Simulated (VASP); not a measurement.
Set up this calculation in VASP 6.6.1, as the native input.

- Task: relaxation of cell and atoms
- Functional: PBE
- Potentials or basis: VASP PAW PBE potentials, release 64 (K_sv)
- Cutoff: 600 eV
- k mesh: 9 × 9 × 9
- Occupations: fermi-dirac, width 0.05 eV
- Spin: no spin polarisation
- Target pressure: 0.33 GPa
- Dipole correction: no
- Further INCAR settings: ALGO = Normal; EDIFF = 1e-06; IBRION = 2; EDIFFG = -0.005; NSW = 32; ISIF = 3

The structure of K lies in POSCAR:

```
K
1.0
    4.1580307748      0.0000000000      0.0000000000
    0.0000000000      4.1580307748      0.0000000000
    0.0000000000      0.0000000000      4.1580307748
K
1
Direct
    0.0000000000      0.0000000000      0.0000000000
```

These files were run (other wordings do the same):

INCAR

```
SYSTEM = K
PREC     = Accurate       ! precision mode
ENCUT    = 600            ! plane-wave cutoff, eV
EDIFF    = 1E-6           ! SCF threshold, eV
ISMEAR   = -1             ! smearing method
SIGMA    = 0.05           ! smearing width, eV
LREAL    = .False.        ! projectors in reciprocal space
LASPH    = .True.         ! aspherical terms in the spheres
NELM     = 100            ! most SCF steps
ALGO     = Normal         ! electronic algorithm
ISIF     = 3              ! what is computed and relaxed
LWAVE    = .False.        ! write WAVECAR
LCHARG   = .False.        ! write CHGCAR
GGA      = PE             ! functional
IBRION   = 2              ! ionic algorithm
NSW      = 32             ! ionic steps
EDIFFG   = -0.005         ! ionic threshold
PSTRESS  = 3.3000000000000003
```

KPOINTS

```
regular mesh
0
Gamma
  9 9 9
  0 0 0
```

Potentials or basis: VASP PAW PBE potentials, release 64 (K_sv).

Command:

```console
$ cat potpaw_PBE.64/K_sv/POTCAR > POTCAR
$ mpirun -np 1 vasp_std > vasp.out
```

Results of the run:

```
Pressure after relaxing : 0.3 GPa
```

Caveat: the relaxation stopped at its first step, so nothing moved; the cell is relaxed towards a set pressure, so the enthalpy falls and the energy may rise.

It took 23 s on 1 thread of Intel(R) Xeon(R) Platinum 8259CL CPU @ 2.50GHz (Skylake/Cascade Lake), with other jobs on the host, peak memory 0.2 GiB.
